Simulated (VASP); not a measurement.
A run of VASP 6.6.1 is set up as follows.

File INCAR:

```
SYSTEM = TiO2
  PREC = Accurate
  ENCUT = 520
  EDIFF = 1E-7
  ISMEAR = 0
  SIGMA = 0.01
  LREAL = .False.
  LASPH = .True.
  NELM = 60
  ALGO = Normal
  ISIF = 2
  LWAVE = .False.
  LCHARG = .False.
  GGA = PE
  NBANDS = 33
```

File KPOINTS:

```
regular mesh
0
Gamma
  4 4 6
  0 0 0
```

File POSCAR:

```
TiO2
1.0
    4.5613789371      0.0000000000      0.0000000000
    0.0000000000      4.5613789371      0.0000000000
    0.0000000000      0.0000000000      2.9375510798
Ti O
2 4
Direct
    0.0000000000      0.0000000000      0.0000000000
    0.5000000000      0.5000000000      0.5000000000
    0.3049600000      0.3049600000      0.0000000000
    0.1950400000      0.8049600000      0.5000000000
    0.6950400000      0.6950400000      0.0000000000
    0.8049600000      0.1950400000      0.5000000000
```

Potentials or basis: VASP PAW PBE potentials, release 64 (Ti_sv, O).

Command:

```bash
$ cat potpaw_PBE.64/Ti_sv/POTCAR potpaw_PBE.64/O/POTCAR > POTCAR
$ mpirun -np 1 vasp_std > vasp.out
```

(1) Predict the pressure.

(2) Estimate the largest force.

Results:

(1) 11.4 GPa.

(2) 0.230 eV/Å.
